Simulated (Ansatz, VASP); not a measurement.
**One calculation of MnHg, two programs**

```
Mn Hg
1.0
     3.28800    0.00000    0.00000
     0.00000    3.28800    0.00000
     0.00000    0.00000    3.31300
Mn Hg
1 1
Cartesian
  1.6440 1.6440 1.6565
  0.0000 0.0000 0.0000
```

Alike in both runs: task single point; functional PBE; k mesh 12 × 12 × 12; occupations gaussian, width 0.1 eV; collinear spin.

```csv
,VASP,Ansatz
version,VASP 6.6.1,Ansatz 0.2.0
potentials or method,"VASP PAW PBE potentials, release 64 (Mn_pv, Hg), cutoff 520 eV","scalar-relativistic, plane waves, PAW"
valence electrons in the cell,25,35
```

|  | VASP | Ansatz | Ansatz less VASP |
| --- | --- | --- | --- |
| gap on the k mesh at the Fermi level (eV) | none | none | - |
| pressure (GPa) | 2.5 | 2.0 | -0.52 |
| traceless stress, the component that is largest in VASP (GPa) | -0.12 | -0.12 | +0.005 |
| net moment per atom (μB) | 1.95 | 1.94 | -0.004 |
| size of the moment on the site where the two differ most (μB) | 3.81 | 3.85 | +0.045 |

Site moments also hang on the region over which each program counts them. A gap of «none» marks a metal or a gap that the smearing closes. VASP's potentials hold 25 valence electrons a cell and Ansatz's 35, so a difference there can come from the potentials and not from the codes.

Spin-orbit coupling is off throughout.
